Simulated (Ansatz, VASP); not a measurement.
# MgBe2S3: VASP beside Ansatz

The input INCAR:

```
  PREC = Accurate
  ENCUT = 600
  EDIFF = 1E-6
  ISMEAR = 0
  SIGMA = 0.02
  LREAL = F
  LASPH = T
  NELM = 60
  ALGO = Normal
  ISIF = 3
  LWAVE = F
  LCHARG = F
  GGA = PE
  IBRION = 2
  NSW = 100
  EDIFFG = -0.01
```

File KPOINTS:

```
regular mesh
0
Gamma
  12 12 4
```

The input POSCAR:

```
MgBe2S3
1.0
    3.4055840040      0.0000000000      0.0000000000
   -1.7027920020      2.9493222622      0.0000000000
    0.0000000000      0.0000000000      8.4475286115
Mg Be S
1 2 3
Direct
    0.0000000000      0.0000000000      0.0000000000
    0.3333333333      0.6666666667      0.6594686242
    0.6666666667      0.3333333333      0.3405313758
    0.3333333333      0.6666666667      0.1932770237
    0.0000000000      0.0000000000      0.5000000000
    0.6666666667      0.3333333333      0.8067229763
```

Input for Ansatz:

```yaml
crystal:
  lattice:
    - [3.405584004, 0.0, 0.0]
    - [-1.702792002, 2.9493222622, 0.0]
    - [0.0, 0.0, 8.4475286115]
  atoms:
    - { symbol: Mg, position: [0.0, 0.0, 0.0] }
    - { symbol: Be, position: [0.3333333333, 0.6666666667, 0.6594686242] }
    - { symbol: Be, position: [0.6666666667, 0.3333333333, 0.3405313758] }
    - { symbol: S, position: [0.3333333333, 0.6666666667, 0.1932770237] }
    - { symbol: S, position: [0.0, 0.0, 0.5] }
    - { symbol: S, position: [0.6666666667, 0.3333333333, 0.8067229763] }
basis:
  ecutwfc: 420
kpoints:
  mp_grid: { grid: [12, 12, 4] }
hamiltonian:
  xc: pbe
scf:
  occupations: { method: gaussian, width: 0.02 }
output:
  forces: true
  stress: true
  eigenvalues: true
  write_density: true
  write_potential: true
  elf: true
  volumetric_format: npy
relax:
  adjacent_minimum: "off"
  f_tol: 0.01
  max_steps: 80
  cell: { stress_tol: 0.05 }
```

Change from the starting cell: species swapped into the NaNi2O3 type (P-3m1, No. 164).

Alike in both runs: task relaxation of cell and atoms; functional PBE; k mesh 12 × 12 × 4; occupations gaussian, width 0.02 eV; no spin polarisation.

```csv
,VASP,Ansatz
version,VASP 6.6.1,Ansatz 0.2.0
potentials or method,"VASP PAW PBE potentials, release 64 (Mg, Be, S), cutoff 600 eV","scalar-relativistic, plane waves, PAW"
valence electrons in the cell,24,32
```

Ansatz gave:

```
gap on the k mesh at the Fermi level, each at its own relaxed structure (eV) : 1.51
relaxed volume (Å³/atom)                                                     : 14.14
relaxed cell length with the largest relative difference (Å)                 : 8.457
```

Q: Estimate VASP's values.

A: gap on the k mesh at the Fermi level, each at its own relaxed structure (eV): 1.52; relaxed volume (Å³/atom): 14.11; relaxed cell length with the largest relative difference (Å): 8.449.

VASP's potentials hold 24 valence electrons a cell and Ansatz's 32, so a difference there can come from the potentials and not from the codes.
